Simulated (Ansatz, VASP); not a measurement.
**BaNa2MnP2O8 in VASP and in Ansatz**

```
Na Ba Mn P O
1.0
     5.37610    0.00000    0.00000
    -2.68805    4.65584    0.00000
     0.00000    0.00000    7.09990
Na Ba Mn P O
2 1 1 2 8
Direct
  0.33333 0.66667 0.18092
  0.66667 0.33333 0.81908
  0.00000 0.00000 0.50000
  0.00000 0.00000 0.00000
  0.33333 0.66667 0.74321
  0.66667 0.33333 0.25679
  0.33333 0.66667 0.52536
  0.66667 0.33333 0.47464
  0.82293 0.64586 0.17869
  0.82293 0.17707 0.17869
  0.35414 0.17707 0.17869
  0.17707 0.35414 0.82132
  0.17707 0.82293 0.82132
  0.64586 0.82293 0.82132
```

Alike in both runs: task relaxation of cell and atoms; functional PBE; k mesh 4 × 4 × 4; occupations gaussian, width 0.05 eV; collinear spin.

```csv
,VASP,Ansatz
version,VASP 6.6.1,Ansatz 0.2.0
potentials or method,"VASP PAW PBE potentials, release 64 (Na_pv, Ba_sv, Mn_pv, P, O), cutoff 600 eV","scalar-relativistic, plane waves, PAW"
valence electrons in the cell,95,101
```

VASP gave:

```
gap on the k mesh at the Fermi level, each at its own relaxed structure (eV) : 2.36
net moment per atom (μB)                                                     : 0.36
size of the moment on the site where the two differ most (μB)                : 4.51
relaxed volume (Å³/atom)                                                     : 13.17
relaxed cell length with the largest relative difference (Å)                 : 7.144
```

Question: What did Ansatz give for the same quantities?

Answer: gap on the k mesh at the Fermi level, each at its own relaxed structure (eV): 2.36; net moment per atom (μB): 0.36; size of the moment on the site where the two differ most (μB): 4.17; relaxed volume (Å³/atom): 13.13; relaxed cell length with the largest relative difference (Å): 7.126.

Site moments also hang on the region over which each program counts them. VASP's potentials hold 95 valence electrons a cell and Ansatz's 101, so a difference there can come from the potentials and not from the codes.

Neither program's run includes spin-orbit coupling.
